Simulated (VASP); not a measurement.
# Ru (C2/m) in VASP: a series of runs

Runs on Ru. Level: PBE. Tasks: single point.

Everything below comes from runs of VASP 6.6.1. Logs are shortened: lines on timing, memory, paths and dates and some standing lists are left out, and cuts for length are marked.

### Step 1. The cell of the first run

The structure is monoclinic, space group C2/m (No. 12). The conventional cell has a = 4.687 Å, b = 2.706 Å, c = 4.282 Å, α = 90.00°, β = 90.00°, γ = 90.00°. Ru (site symmetry m) has 12 Ru at 2.44 to 2.92 Å within 3.2 Å.

### Step 2. Single point, PBE (shortest bond scaled by 1.1)

Contents of INCAR:

```
SYSTEM = Ru
PREC = Accurate
ENCUT = 520
EDIFF = 1E-7
ISMEAR = -1
SIGMA = 0.05
LREAL = .False.
LASPH = .True.
NELM = 60
ALGO = Normal
ISIF = 2
LWAVE = .False.
LCHARG = .False.
GGA = PE
NBANDS = 21
```

Contents of KPOINTS:

```
regular mesh
0
Gamma
  13 13 7
  0 0 0
```

Contents of POSCAR:

```
Ru
1.0
    2.7058000000      0.0000000000      0.0000000000
   -1.3529000000      2.3432915376      0.0000000000
    0.0000000000      0.0000000000      4.2819000000
Ru
2
Direct
    0.3666666666      0.6833333334      0.2750000000
    0.6333333334      0.3166666666      0.7250000000
```

Potentials or basis: VASP PAW PBE potentials, release 64 (Ru_pv).

Run with:

```
> cat potpaw_PBE.64/Ru_pv/POTCAR > POTCAR
> mpirun -np 1 vasp_std > vasp.out
```

OUTCAR:

```text
SYSTEM = Ru
   PREC = Accurate
   ENCUT = 520
   EDIFF = 1E-7
   ISMEAR = -1
   LREAL = .False.
   LASPH = .True.
   NELM = 60
   ISIF = 2
   GGA = PE

 ion  position               nearest neighbor table
   1  0.367  0.683  0.275-   2 2.44   2 2.44   2 2.58   2 2.79   2 2.79   2 2.92
   2  0.633  0.317  0.725-   1 2.44   1 2.44   1 2.58   1 2.79   1 2.79   1 2.92

  LATTYP: Found a hexagonal cell.
 ALAT       =     2.7058000000
 C/A-ratio  =     1.5824894671

  Lattice vectors:

 A1 = (   2.7058000000,   0.0000000000,   0.0000000000)
 A2 = (  -1.3529000000,   2.3432915376,   0.0000000000)
 A3 = (   0.0000000000,   0.0000000000,   4.2819000000)

Analysis of symmetry for initial positions (statically):
=====================================================================
 Subroutine PRICEL returns:
 Original cell was already a primitive cell.

 Routine SETGRP: Setting up the symmetry group for a
 hexagonal supercell.

 Subroutine GETGRP returns: Found  4 space group operations
 (whereof  4 operations were pure point group operations)
 out of a pool of 24 trial point group operations.

The static configuration has the point symmetry C_2h.

Analysis of symmetry for dynamics (positions and initial velocities):
=====================================================================
 Subroutine PRICEL returns:
 Original cell was already a primitive cell.

 Routine SETGRP: Setting up the symmetry group for a
 hexagonal supercell.

 Subroutine GETGRP returns: Found  4 space group operations
 (whereof  4 operations were pure point group operations)
 out of a pool of 24 trial point group operations.

The dynamic configuration has the point symmetry C_2h.

 Subroutine INISYM returns: Found  4 space group operations
 (whereof  4 operations are pure point group operations),
 and found     1 'primitive' translations

----------------------------------------------------------------------------------------

                                     Primitive cell

  volume of cell :      27.1493

  direct lattice vectors                    reciprocal lattice vectors
     2.705800000  0.000000000  0.000000000     0.369576465  0.213375072  0.000000000
    -1.352900000  2.343291538  0.000000000     0.000000000  0.426750144  0.000000000
     0.000000000  0.000000000  4.281900000     0.000000000  0.000000000  0.233541185

  length of vectors
     2.705800000  2.705800000  4.281900000     0.426750144  0.426750144  0.233541185

  position of ions in fractional coordinates (direct lattice)
     0.366666667  0.683333333  0.275000000
     0.633333333  0.316666667  0.725000000

  ion indices of the primitive-cell ions
   primitive index   ion index
                 1           1
                 2           2

----------------------------------------------------------------------------------------

 KPOINTS: regular mesh

Automatic generation of k-mesh.
 Grid dimensions read from file:
 generate k-points for:   13   13    7

 Generating k-lattice:

  Cartesian coordinates                     Fractional coordinates (reciprocal lattice)
     0.028428959  0.016413467  0.000000000     0.076923077  0.000000000  0.000000000
     0.000000000  0.032826934  0.000000000     0.000000000  0.076923077  0.000000000
     0.000000000  0.000000000  0.033363026     0.000000000  0.000000000  0.142857143

  Length of vectors
     0.032826934  0.032826934  0.033363026

  Shift w.r.t. Gamma in fractional coordinates (k-lattice)
     0.000000000  0.000000000  0.000000000

 Subroutine IBZKPT returns following result:
 ===========================================

 Found    322 irreducible k-points:

 Following reciprocal coordinates:
            Coordinates               Weight
  0.000000  0.000000  0.000000      1.000000
  0.076923  0.000000  0.000000      2.000000
  0.000000  0.076923  0.000000      4.000000
  0.153846  0.000000  0.000000      2.000000
  0.000000  0.153846  0.000000      4.000000
  0.230769  0.000000  0.000000      2.000000
[... 16 lines left out ...]
 -0.076923  0.384615  0.000000      4.000000
 -0.384615  0.307692  0.000000      4.000000
 [... further k-points ...]
   k-points           NKPTS =    322   k-points in BZ     NKDIM =    322   number of bands    NBANDS=     21
   number of dos      NEDOS =    301   number of ions     NIONS =      2
   total plane-waves  NPLWV =  12800
   dimension x,y,z NGX =    20 NGY =   20 NGZ =   32
   dimension x,y,z NGXF=    40 NGYF=   40 NGZF=   64
   ions per type =               2
   NGX,Y,Z   is equivalent  to a cutoff of  12.29, 12.29, 12.42 a.u.
   NGXF,Y,Z  is equivalent  to a cutoff of  24.58, 24.58, 24.85 a.u.
 SYSTEM =  Ru
   PREC   = accura    normal or accurate (medium, high low for compatibility)
   ISTART =      0    job   : 0-new  1-cont  2-samecut
   ICHARG =      2    charge: 1-file 2-atom 10-const
   ISPIN  =      1    spin polarized calculation?
   LNONCOLLINEAR =      F non collinear calculations
   LSORBIT =      F    spin-orbit coupling
   LASPH  =      T    aspherical Exc in radial PAW
   ENCUT  =  520.0 eV  38.22 Ry    6.18 a.u.   5.03  5.03  7.96*2*pi/ulx,y,z
   NELM   =     60;   NELMIN=  2; NELMDL= -5     # of ELM steps
   EDIFF  = 0.1E-06   stopping-criterion for ELM
   LREAL  =      F    real-space projection
   EDIFFG = 0.1E-05   stopping-criterion for IOM
   NSW    =      0    number of steps for IOM
   IBRION =     -1    ionic relax: 0-MD 1-quasi-New 2-CG
   NFREE  =      0    steps in history (QN), initial steepest desc. (CG)
   ISIF   =      2    stress and relaxation
   ISYM   =      2    0-nonsym 1-usesym 2-fastsym
   POTIM  = 0.5000    time-step for ionic-motion
   TEBEG  =    0.0;   TEEND  =   0.0 temperature during run
   PSTRESS=    0.0 pullay stress
   NELECT =      28.0000    total number of electrons
   NUPDOWN=      -1.0000    fix difference up-down
   EMIN   =  10.00;   EMAX   =-10.00  energy-range for DOS
   EFERMI =   0.00;   METHOD = LEGACY
   ISMEAR =    -1;   SIGMA  =   0.05  broadening in eV -4-tet -1-fermi 0-gaus
   EFERMI_NEDOS =   21; number of points for ismear=-14 and -15
   IALGO  =     38    algorithm
   IMIX   =      4    mixing-type and parameters
     AMIX     =   0.40;   BMIX     =  1.00
     AMIX_MAG =   1.60;   BMIX_MAG =  1.00
  volume/ion in A,a.u.               =      13.57        91.61
  Fermi-wavevector in a.u.,A,eV,Ry     =   1.654022  3.125649 37.222674  2.735789
  Thomas-Fermi vector in A             =   2.742361
   LORBIT       =      0    0 simple, 1 ext, 2 COOP (PROOUT), +10 PAW based schemes
   GGA     = PE    functional components
   LHFCALC =     F    Hartree Fock is set to
   AEXX    =    0.0000 exact exchange contribution
   IVDW    =     0    specifies the selected vdW correction
   LEPSILON=     F    determine dielectric tensor
   LRPA    =     F    only Hartree local field effects (RPA)
 non-spin polarized calculation
  energy-cutoff  :      520.00
  volume of cell :       27.15
 maximum number of plane-waves:       750
   NGX =  9   NGY =  9   NGZ = 15

 number of electron      28.0000004 magnetization

 Free energy of the ion-electron system (eV)
  ---------------------------------------------------
  ext. energy  EPLUGINS =         0.00000000
  ---------------------------------------------------
  free energy    TOTEN  =       -18.07050515 eV

  energy without entropy =      -18.05582076  energy(sigma->0) =      -18.06316296

 E-fermi :  12.9296     XC(G=0): -14.0864

 val. band max:       12.9266870889   @ k =   0.3846   0.0769   0.2857
 cond. band min:      12.9310549136   @ k =  -0.3846  -0.0769   0.2857
 fundamental gap:      0.0043678247
 Fermi energy:        12.9296149635

 k-point     1 :       0.0000    0.0000    0.0000
  band No.  band energies     occupation
      1     -30.9090      2.00000
      2     -29.9671      2.00000
      3     -29.8316      2.00000
      4     -29.7072      2.00000
      5     -29.6455      2.00000
      6     -29.5888      2.00000
[... 13 lines left out ...]
     20      23.3116      0.00000
     21      23.3164      0.00000

 k-point     2 :       0.0769    0.0000    0.0000
  band No.  band energies     occupation
      1     -30.8928      2.00000
      2     -29.9805      2.00000
      3     -29.8870      2.00000
      4     -29.7432      2.00000
      5     -29.6525      2.00000
      6     -29.5905      2.00000
[... 13 lines left out ...]
     20      23.3116      0.00000
     21      23.3166      0.00000

 k-point     3 :       0.0000    0.0769    0.0000
  band No.  band energies     occupation
      1     -30.8891      2.00000
      2     -30.0107      2.00000
      3     -29.8565      2.00000
      4     -29.7268      2.00000
      5     -29.6730      2.00000
      6     -29.5914      2.00000
[... 13 lines left out ...]
     20      23.3115      0.00000
     21      23.3167      0.00000

 k-point     4 :       0.1538    0.0000    0.0000
  band No.  band energies     occupation
      1     -30.8480      2.00000
      2     -30.0295      2.00000
      3     -30.0171      2.00000
      4     -29.8456      2.00000
      5     -29.6723      2.00000
      6     -29.6014      2.00000
[... 13 lines left out ...]
     20      23.3116      0.00000
     21      23.3168      0.00000

 k-point     5 :       0.0000    0.1538    0.0000
  band No.  band energies     occupation
      1     -30.8334      2.00000
      2     -30.1330      2.00000
      3     -29.9118      2.00000
      4     -29.8286      2.00000
      5     -29.7017      2.00000
      6     -29.6091      2.00000
[... 13 lines left out ...]
     20      23.3115      0.00000
     21      23.3172      0.00000
[... 382 lines left out ...]
     20      23.3114      0.00000
     21      23.3165      0.00000

 k-point    22 :       0.3077    0.0769    0.0000
  band No.  band energies     occupation
      1     -30.6898      2.00000
      2     -30.4915      2.00000
      3     -30.2244      2.00000
      4     -30.1059      2.00000
      5     -29.7725      2.00000
      6     -29.6951      2.00000
[... 13 lines left out ...]
     20      23.3103      0.00000
     21      23.3122      0.00000

 k-point    23 :      -0.0769    0.3846    0.0000
  band No.  band energies     occupation
      1     -30.6618      2.00000
      2     -30.5371      2.00000
      3     -30.1626      2.00000
      4     -30.0591      2.00000
      5     -29.7994      2.00000
      6     -29.7735      2.00000
[... 13 lines left out ...]
     20      23.3087      0.00000
     21      23.3119      0.00000

 k-point    24 :      -0.3846    0.3077    0.0000
  band No.  band energies     occupation
      1     -30.6667      2.00000
      2     -30.5219      2.00000
      3     -30.2051      2.00000
      4     -30.0471      2.00000
      5     -29.8109      2.00000
      6     -29.7386      2.00000
[... 13 lines left out ...]
     20      23.3083      0.00000
     21      23.3118      0.00000

 [... further k-points ...]

------------------------ aborting loop because EDIFF is reached ----------------------------------------

  FORCE on cell =-STRESS in cart. coord.  units (eV):
  Direction    XX          YY          ZZ          XY          YZ          ZX
  --------------------------------------------------------------------------------------
  -------------------------------------------------------------------------------------
  Total        1.3226459      2.0010909      3.9738918     -0.5875505      0.4302428      0.7452025
  in kB       78.0540873    118.0915586    234.5136257    -34.6734673     25.3901751     43.9770743
  external PRESSURE =     143.5530905 kB  Pullay stress =       0.0000000 kB

 VOLUME and BASIS-vectors are now :
 -----------------------------------------------------------------------------
  energy-cutoff  :      520.00
  volume of cell :       27.15
      direct lattice vectors                 reciprocal lattice vectors
     2.705800000  0.000000000  0.000000000     0.369576465  0.213375072  0.000000000
    -1.352900000  2.343291538  0.000000000     0.000000000  0.426750144  0.000000000
     0.000000000  0.000000000  4.281900000     0.000000000  0.000000000  0.233541185

 POSITION                                       TOTAL-FORCE (eV/Angst)
 -----------------------------------------------------------------------------------
      0.06764      1.60125      1.17752        -1.012245     -0.584420     -3.066117
      1.28526      0.74204      3.10438         1.012245      0.584420      3.066117
 -----------------------------------------------------------------------------------
    total drift:                               -0.000000      0.000000     -0.000000

  FREE ENERGIE OF THE ION-ELECTRON SYSTEM (eV)
  ---------------------------------------------------
  free  energy   TOTEN  =       -18.0705051494 eV

  energy  without entropy=      -18.0558207620  energy(sigma->0) =      -18.06316296
```

Run time: 2 min. Hardware: 1 thread of AMD EPYC 7R43 (Zen 3), shared host; peak memory 0.21 GiB.

Results:

| Property | Result |
| --- | --- |
| Free energy | -18.0705 eV |
| Pressure | 14.4 GPa |
| Largest force | 3.281 eV/Å |
| Band gap on the k mesh | zero (band 14 reaches 14.42 eV, above the bottom of band 15 at 11.64 eV) |

Forces on the atoms (eV/Å):
```
Ru  -1.012 -0.584 -3.066
Ru   1.012  0.584  3.066
```

Levels at points of the mesh, in eV from the Fermi level:
```tsv
k point	band 11	band 12	band 13	band 14	band 15	band 16	band 17	band 18
(0.00, 0.00, 0.00)	-2.73	-2.60	-2.06	-1.32	-0.69	0.71	1.54	1.81
```

Caveat: the cell differs from its parent crystal (shortest bond scaled by 1.1); forces of over 1 eV/Å act on the atoms, so gaps and moduli don't describe the material at rest.

### Step 3. Single point, PBE (shortest bond scaled by 1.1)

Contents of INCAR:

```
PREC     = Accurate       # precision mode
ENCUT    = 520            # plane-wave cutoff, eV
EDIFF    = 1E-6           # SCF threshold, eV
ISMEAR   = -1             # smearing method
SIGMA    = 0.05           # smearing width, eV
LREAL    = F              # projectors in reciprocal space
LASPH    = T              # aspherical terms in the spheres
NELM     = 80             # most SCF steps
ALGO     = Normal         # electronic algorithm
ISIF     = 2              # what is computed and relaxed
LWAVE    = F              # write WAVECAR
LCHARG   = F              # write CHGCAR
GGA      = PE             # functional
NBANDS   = 21             # bands
```

Contents of KPOINTS:

```
regular mesh
0
Gamma
  13 13 7
```

POSCAR is that of step 2.

Potentials or basis: VASP PAW PBE potentials, release 64 (Ru_pv).

Run with:

```
> cat potpaw_PBE.64/Ru_pv/POTCAR > POTCAR
> mpirun -np 1 vasp_std > vasp.out
```

Run time: 2 min. Hardware: 1 thread of AMD EPYC 7R43 (Zen 3), shared host; peak memory 0.21 GiB.

The run converged. Its results:

| Quantity | Value |
| --- | --- |
| Free energy | -18.0705 eV |
| Pressure | 14.4 GPa |
| Largest force | 3.281 eV/Å |
| Band gap on the k mesh | zero (band 14 reaches 14.42 eV, above the bottom of band 15 at 11.64 eV) |

Forces in eV/Å, atoms in the order of the input:
```
Ru  -1.012 -0.584 -3.066
Ru   1.012  0.584  3.066
```

Stress tensor (GPa, compression positive):
```
 7.80 -3.47  4.40
-3.47 11.81  2.54
 4.40  2.54 23.45
```

Levels at points of the mesh, in eV from the Fermi level:
```csv
k point,band 10,band 11,band 12,band 13,band 14,band 15,band 16,band 17,band 18,band 19
"(0.00, 0.00, 0.00)",-2.95,-2.73,-2.60,-2.06,-1.32,-0.69,0.71,1.54,1.81,9.56
```

Caveat: the cell differs from its parent crystal (shortest bond scaled by 1.1); forces of over 1 eV/Å act on the atoms, so gaps and moduli don't describe the material at rest.

(Part 1 of 2 ends here.)
